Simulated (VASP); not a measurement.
# AlGa5As6 (P3m1) in VASP: further runs

The runs below take AlGa5As6 through single point, with PBE.

Program: VASP 6.6.1. These are calculated values, not measurements. Logs are shortened: lines on timing, memory, paths and dates and some standing lists are left out, and cuts for length are marked.

### Step 1. The cell of the first run

Symmetry: P3m1, No. 156, trigonal system. The conventional cell has a = 4.060 Å, b = 4.060 Å, c = 19.890 Å, α = 90.00°, β = 90.00°, γ = 120.00°. Within 3.3 Å of Al (site symmetry 3m) lie 4 As at 2.48 Å. Ga (site symmetry 3m) has 4 As at 2.48 to 2.49 Å within 3.3 Å. Within 3.3 Å of Ga (site symmetry 3m) lie 4 As at 2.49 Å. Ga (site symmetry 3m) has 4 As at 2.49 Å within 3.3 Å. Within 3.3 Å of Ga (site symmetry 3m) lie 4 As at 2.49 Å. Ga (site symmetry 3m) has 4 As at 2.49 Å within 3.3 Å. Within 3.3 Å of As (site symmetry 3m) lie 1 Al at 2.48 Å and 3 Ga at 2.49 Å. Within 3.3 Å of As (site symmetry 3m) lie 4 Ga at 2.48 to 2.49 Å.

### Step 2. Single point, PBE

The input, INCAR:

```
ALGO = Normal ; EDIFF = 1E-7
ENCUT = 520 ; GGA = PE
ISIF = 2 ; ISMEAR = 0
LASPH = True ; LCHARG = True
LELF = True ; LREAL = False
LVHAR = True ; LWAVE = False
NBANDS = 61 ; NELM = 80
PREC = Accurate ; SIGMA = 0.02
```

The input, KPOINTS:

```
k-points
0
Gamma
  12 12 2
```

The input, POSCAR:

```
AlGa5As6
1.0
    4.0601482146      0.0000000000      0.0000000000
   -2.0300741073      3.5161914970      0.0000000000
    0.0000000000      0.0000000000     19.8904800034
Al Ga As
1 5 6
Direct
    0.0000000000      0.0000000000      0.0002007959
    0.3333333333      0.6666666667      0.8333691044
    0.6666666667      0.3333333333      0.6667886647
    0.0000000000      0.0000000000      0.5000176415
    0.3333333333      0.6666666667      0.3332359899
    0.6666666667      0.3333333333      0.1664142926
    0.0000000000      0.0000000000      0.8754084942
    0.3333333333      0.6666666667      0.7084649253
    0.6666666667      0.3333333333      0.5417565607
    0.0000000000      0.0000000000      0.3749821869
    0.3333333333      0.6666666667      0.2082375857
    0.6666666667      0.3333333333      0.0411237582
```

Potentials or basis: VASP PAW PBE potentials, release 64 (Al, Ga_d, As).

Command:

```sh
cat potpaw_PBE.64/Al/POTCAR potpaw_PBE.64/Ga_d/POTCAR potpaw_PBE.64/As/POTCAR > POTCAR
mpirun -np 1 vasp_std > vasp.out
```

OUTCAR:

```text
EDIFF = 1E-7
   ENCUT = 520
   GGA = PE
   ISIF = 2
   ISMEAR = 0
   LASPH = True
   LREAL = False
   NELM = 80
   PREC = Accurate

 ion  position               nearest neighbor table
   1  0.000  0.000  0.000-  12 2.48  12 2.48  12 2.48   7 2.48
   2  0.333  0.667  0.833-   8 2.48   7 2.49   7 2.49   7 2.49
   3  0.667  0.333  0.667-   8 2.49   8 2.49   8 2.49   9 2.49
   4  0.000  0.000  0.500-   9 2.49   9 2.49   9 2.49  10 2.49
   5  0.333  0.667  0.333-  11 2.49  10 2.49  10 2.49  10 2.49
   6  0.667  0.333  0.166-  11 2.49  11 2.49  11 2.49  12 2.49
   7  0.000  0.000  0.875-   1 2.48   2 2.49   2 2.49   2 2.49
   8  0.333  0.667  0.708-   2 2.48   3 2.49   3 2.49   3 2.49
   9  0.667  0.333  0.542-   4 2.49   4 2.49   4 2.49   3 2.49
  10  0.000  0.000  0.375-   5 2.49   5 2.49   5 2.49   4 2.49
  11  0.333  0.667  0.208-   5 2.49   6 2.49   6 2.49   6 2.49
  12  0.667  0.333  0.041-   1 2.48   1 2.48   1 2.48   6 2.49

  LATTYP: Found a hexagonal cell.
 ALAT       =     4.0601482146
 C/A-ratio  =     4.8989541643

  Lattice vectors:

 A1 = (   4.0601482146,   0.0000000000,   0.0000000000)
 A2 = (  -2.0300741073,   3.5161914970,   0.0000000000)
 A3 = (   0.0000000000,   0.0000000000,  19.8904800034)

Analysis of symmetry for initial positions (statically):
=====================================================================
 Subroutine PRICEL returns:
 Original cell was already a primitive cell.

 Routine SETGRP: Setting up the symmetry group for a
 hexagonal supercell.

 Subroutine GETGRP returns: Found  6 space group operations
 (whereof  6 operations were pure point group operations)
 out of a pool of 24 trial point group operations.

The static configuration has the point symmetry C_3v.

Analysis of symmetry for dynamics (positions and initial velocities):
=====================================================================
 Subroutine PRICEL returns:
 Original cell was already a primitive cell.

 Routine SETGRP: Setting up the symmetry group for a
 hexagonal supercell.

 Subroutine GETGRP returns: Found  6 space group operations
 (whereof  6 operations were pure point group operations)
 out of a pool of 24 trial point group operations.

The dynamic configuration has the point symmetry C_3v.

 Subroutine INISYM returns: Found  6 space group operations
 (whereof  6 operations are pure point group operations),
 and found     1 'primitive' translations

[... 126 lines left out ...]
   NUPDOWN=      -1.0000    fix difference up-down
   EMIN   =  10.00;   EMAX   =-10.00  energy-range for DOS
   EFERMI =   0.00;   METHOD = LEGACY
   ISMEAR =     0;   SIGMA  =   0.02  broadening in eV -4-tet -1-fermi 0-gaus
   EFERMI_NEDOS =   21; number of points for ismear=-14 and -15
   IALGO  =     38    algorithm
   IMIX   =      4    mixing-type and parameters
     AMIX     =   0.40;   BMIX     =  1.00
     AMIX_MAG =   1.60;   BMIX_MAG =  1.00
  volume/ion in A,a.u.               =      23.66       159.69
  Fermi-wavevector in a.u.,A,eV,Ry     =   1.148322  2.170014 17.941229  1.318643
  Thomas-Fermi vector in A             =   2.284997
   LORBIT       =      0    0 simple, 1 ext, 2 COOP (PROOUT), +10 PAW based schemes
   GGA     = PE    functional components
   LHFCALC =     F    Hartree Fock is set to
   AEXX    =    0.0000 exact exchange contribution
   IVDW    =     0    specifies the selected vdW correction
   LEPSILON=     F    determine dielectric tensor
   LRPA    =     F    only Hartree local field effects (RPA)
 non-spin polarized calculation
 Gauss-broadening in eV      SIGMA  =   0.02
  energy-cutoff  :      520.00
  volume of cell :      283.96
 maximum number of plane-waves:      7696
   NGX = 15   NGY = 15   NGZ = 73

 number of electron      97.9999958 magnetization

 Free energy of the ion-electron system (eV)
  ---------------------------------------------------
  ext. energy  EPLUGINS =         0.00000000
  ---------------------------------------------------
  free energy    TOTEN  =       -50.75896303 eV

  energy without entropy =      -50.75896303  energy(sigma->0) =      -50.75896303

 E-fermi :   3.6392     XC(G=0):  -9.2970

 val. band max:        3.5314459377   @ k =   0.0000   0.0000   0.0000
 cond. band min:       3.8719618914   @ k =   0.0000   0.0000   0.0000
 fundamental gap:      0.3405159537
 Fermi energy:         3.6392483637

 k-point     1 :       0.0000    0.0000    0.0000
  band No.  band energies     occupation
      1     -11.2122      2.00000
      2     -11.2029      2.00000
      3     -11.1874      2.00000
      4     -11.1695      2.00000
      5     -11.1561      2.00000
      6     -11.1561      2.00000
[... 1525 lines left out ...]
     60       8.1817      0.00000
     61       8.2770      0.00000

 [... further k-points ...]

------------------------ aborting loop because EDIFF is reached ----------------------------------------

  FORCE on cell =-STRESS in cart. coord.  units (eV):
  Direction    XX          YY          ZZ          XY          YZ          ZX
  --------------------------------------------------------------------------------------
  -------------------------------------------------------------------------------------
  Total        0.3388938      0.3388938      0.3470686      0.0000000     -0.0000000      0.0000000
  in kB        1.9121172      1.9121172      1.9582413      0.0000000     -0.0000000      0.0000000
  external PRESSURE =       1.9274919 kB  Pullay stress =       0.0000000 kB

 VOLUME and BASIS-vectors are now :
 -----------------------------------------------------------------------------
  energy-cutoff  :      520.00
  volume of cell :      283.96
      direct lattice vectors                 reciprocal lattice vectors
     4.060148215  0.000000000  0.000000000     0.246296427  0.142199309  0.000000000
    -2.030074107  3.516191497  0.000000000     0.000000000  0.284398617  0.000000000
     0.000000000  0.000000000 19.890480003     0.000000000  0.000000000  0.050275308

 POSITION                                       TOTAL-FORCE (eV/Angst)
 -----------------------------------------------------------------------------------
      0.00000      0.00000      0.00399        -0.000000      0.000000      0.003842
     -0.00000      2.34413     16.57611         0.000000     -0.000000      0.005550
      2.03007      1.17206     13.26275         0.000000     -0.000000      0.003748
      0.00000      0.00000      9.94559        -0.000000      0.000000      0.003748
     -0.00000      2.34413      6.62822        -0.000000     -0.000000      0.003999
      2.03007      1.17206      3.31006         0.000000     -0.000000      0.004183
      0.00000      0.00000     17.41230        -0.000000      0.000000     -0.000906
     -0.00000      2.34413     14.09171        -0.000000     -0.000000     -0.003436
      2.03007      1.17206     10.77580         0.000000      0.000000     -0.003822
      0.00000      0.00000      7.45858        -0.000000      0.000000     -0.004127
     -0.00000      2.34413      4.14195         0.000000      0.000000     -0.004620
      2.03007      1.17206      0.81797         0.000000      0.000000     -0.008160
 -----------------------------------------------------------------------------------
    total drift:                               -0.000008      0.000008      0.000382

  FREE ENERGIE OF THE ION-ELECTRON SYSTEM (eV)
  ---------------------------------------------------
  free  energy   TOTEN  =       -50.7589630324 eV

  energy  without entropy=      -50.7589630324  energy(sigma->0) =      -50.75896303
```

Wall time 18 min (1 thread of Intel Xeon Platinum 8488C (Sapphire Rapids), shared host); peak memory 0.67 GiB.

What came out:

| Item | Value |
| --- | --- |
| Free energy | -50.7590 eV |
| Pressure | 0.2 GPa |
| Largest force | 0.008 eV/Å |
| Band gap on the k mesh | 0.34 eV |

Forces in eV/Å, atoms in the order of the input:
```
Al   0.000  0.000  0.004
Ga   0.000  0.000  0.006
Ga   0.000  0.000  0.004
Ga   0.000  0.000  0.004
Ga   0.000  0.000  0.004
Ga   0.000  0.000  0.004
As   0.000  0.000 -0.001
As   0.000  0.000 -0.003
As   0.000  0.000 -0.004
As   0.000  0.000 -0.004
As   0.000  0.000 -0.005
As   0.000  0.000 -0.008
```

Levels at points of the mesh, in eV from the valence-band top:
```
           k point  band 47  band 48  band 49  band 50  band 51  band 52
(0.00, 0.00, 0.00)    -0.03     0.00     0.00     0.34     0.97     1.14
(0.50, 0.00, 0.00)    -1.49    -1.05    -1.05     1.00     1.49     1.74
(0.00, 0.00, 0.50)    -0.16    -0.05    -0.05     0.98     1.01     1.14
(0.50, 0.00, 0.50)    -1.57    -1.20    -1.16     1.50     1.59     1.63
```

### Step 3. Single point, PBE

This run uses another cell than the first one, of 20.97 Å³/atom.

The input, INCAR:

```
ALGO = Normal
EDIFF = 1E-6
ENCUT = 520
GGA = PE
ISIF = 2
ISMEAR = 0
LASPH = True
LCHARG = False
LREAL = False
LWAVE = False
NBANDS = 61
NELM = 80
PREC = Accurate
SIGMA = 0.1
```

The input, KPOINTS:

```
k-points
0
Gamma
  6 6 1
```

The input, POSCAR:

```
AlGa5As6
1.0
    3.8995750300      0.0000000000      0.0000000000
   -1.9497875200      3.3771310400      0.0000000000
    0.0000000000      0.0000000000     19.1039380900
Al Ga As
1 5 6
Direct
    0.0000000000      0.0000000000      0.0000000000
    0.3333333300      0.6666666700      0.8333333300
    0.6666666700      0.3333333300      0.6666666700
    0.0000000000      0.0000000000      0.5000000000
    0.3333333300      0.6666666700      0.3333333300
    0.6666666700      0.3333333300      0.1666666700
    0.0000000000      0.0000000000      0.8750000000
    0.3333333300      0.6666666700      0.7083333300
    0.6666666700      0.3333333300      0.5416666700
    0.0000000000      0.0000000000      0.3750000000
    0.3333333300      0.6666666700      0.2083333300
    0.6666666700      0.3333333300      0.0416666700
```

Potentials or basis: VASP PAW PBE potentials, release 64 (Al, Ga_d, As).

Command:

```sh
cat potpaw_PBE.64/Al/POTCAR potpaw_PBE.64/Ga_d/POTCAR potpaw_PBE.64/As/POTCAR > POTCAR
mpirun -np 1 vasp_std > vasp.out
```

Wall time 4.1 min (1 thread of Intel Xeon 8259CL, shared host); peak memory 0.4 GiB.

The run converged. Its results:

```yaml
Free_energy: -49.7452 eV
Pressure: 10.2 GPa
Largest_force: 0.109 eV/Å
Band_gap_on_the_k_mesh: 1.18 eV
```

Forces on the atoms (eV/Å):
```
Al   0.000  0.000  0.045
Ga   0.000  0.000 -0.052
Ga   0.000  0.000  0.007
Ga   0.000  0.000  0.000
Ga   0.000  0.000 -0.004
Ga   0.000  0.000  0.028
As   0.000  0.000  0.061
As   0.000  0.000  0.005
As   0.000  0.000 -0.001
As   0.000  0.000  0.002
As   0.000  0.000  0.017
As   0.000  0.000 -0.109
```

Stress tensor (GPa, compression positive):
```
10.28  0.00  0.00
 0.00 10.28  0.00
 0.00  0.00 10.01
```

Levels at points of the mesh, in eV from the valence-band top:
```csv
k point,band 46,band 47,band 48,band 49,band 50,band 51,band 52,band 53
"(0.00, 0.00, 0.00)",-0.36,-0.03,0.00,0.00,1.18,1.35,1.50,1.70
"(0.50, 0.00, 0.00)",-1.79,-1.74,-1.23,-1.22,1.24,1.32,1.69,1.78
```

Caveat: the cell stands under pressure; an odd mesh through Γ misses points on the zone boundary, where band edges can lie.
